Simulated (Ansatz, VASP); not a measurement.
# V4Ir in VASP and in Ansatz

File INCAR:

```
ALGO = Fast ; EDIFF = 1E-6
ENCUT = 520 ; GGA = PE
ISIF = 2 ; ISMEAR = 0
ISPIN = 2 ; LASPH = True
LCHARG = False ; LMAXMIX = 4
LORBIT = 11 ; LREAL = False
LWAVE = False ; MAGMOM = 2 2 2 2 0
NBANDS = 42 ; NELM = 150
PREC = Accurate ; SIGMA = 0.1
```

KPOINTS

```
k-points
0
Gamma
  6 6 6
```

POSCAR

```
V4Ir
1.0
    0.0000000000      2.2071380000     10.3060750000
    1.5098600000      0.0000000000     10.3060750000
    1.5098600000      2.2071380000      0.0000000000
V Ir
4 1
Direct
    0.3971470000      0.3971470000      0.6028530000
    0.7994890000      0.7994890000      0.2005110000
    0.2005110000      0.2005110000      0.7994890000
    0.6028530000      0.6028530000      0.3971470000
    0.0000000000      0.0000000000      0.0000000000
```

Input for Ansatz:

```yaml
crystal:
  lattice:
    - [0.0, 2.207138, 10.306075]
    - [1.50986, 0.0, 10.306075]
    - [1.50986, 2.207138, 0.0]
  atoms:
    - { symbol: V, position: [0.397147, 0.397147, 0.602853], spin: 2.0 }
    - { symbol: V, position: [0.799489, 0.799489, 0.200511], spin: 2.0 }
    - { symbol: V, position: [0.200511, 0.200511, 0.799489], spin: 2.0 }
    - { symbol: V, position: [0.602853, 0.602853, 0.397147], spin: 2.0 }
    - { symbol: Ir, position: [0.0, 0.0, 0.0] }
basis:
  ecutwfc: 420
kpoints:
  mp_grid: { grid: [6, 6, 6] }
hamiltonian:
  xc: pbe
scf:
  occupations: { method: gaussian, width: 0.1 }
  lower_state_search: "off"
output:
  forces: true
  stress: true
  eigenvalues: true
  populations: true
magnetization:
  spin_polarized: true
```

Alike in both runs: task single point; functional PBE; k mesh 6 × 6 × 6; occupations gaussian, width 0.1 eV; collinear spin.

|  | VASP | Ansatz |
| --- | --- | --- |
| version | VASP 6.6.1 | Ansatz 0.2.0 |
| potentials or method | VASP PAW PBE potentials, release 64 (V_sv, Ir), cutoff 520 eV | scalar-relativistic, plane waves, PAW |
| valence electrons in the cell | 61 | 69 |

```tsv
	VASP	Ansatz	Ansatz less VASP
gap on the k mesh at the Fermi level (eV)	none	none	-
pressure (GPa)	-0.4	-0.7	-0.25
traceless stress, the component that is largest in VASP (GPa)	1.77	1.76	-0.013
rms of the force components (eV/Å)	0.036	0.037	+0.0014
net moment per atom (μB)	0.00	0.00	0.000
```

Atom by atom the forces differ by 0.003 eV/Å (rms over components). A gap of «none» marks a metal or a gap that the smearing closes. VASP's potentials hold 61 valence electrons a cell and Ansatz's 69, so a difference there can come from the potentials and not from the codes. Ansatz's warnings: seeded moment not kept.

The k mesh is coarse, so the values compare programs but aren't converged. Neither program's run includes spin-orbit coupling.
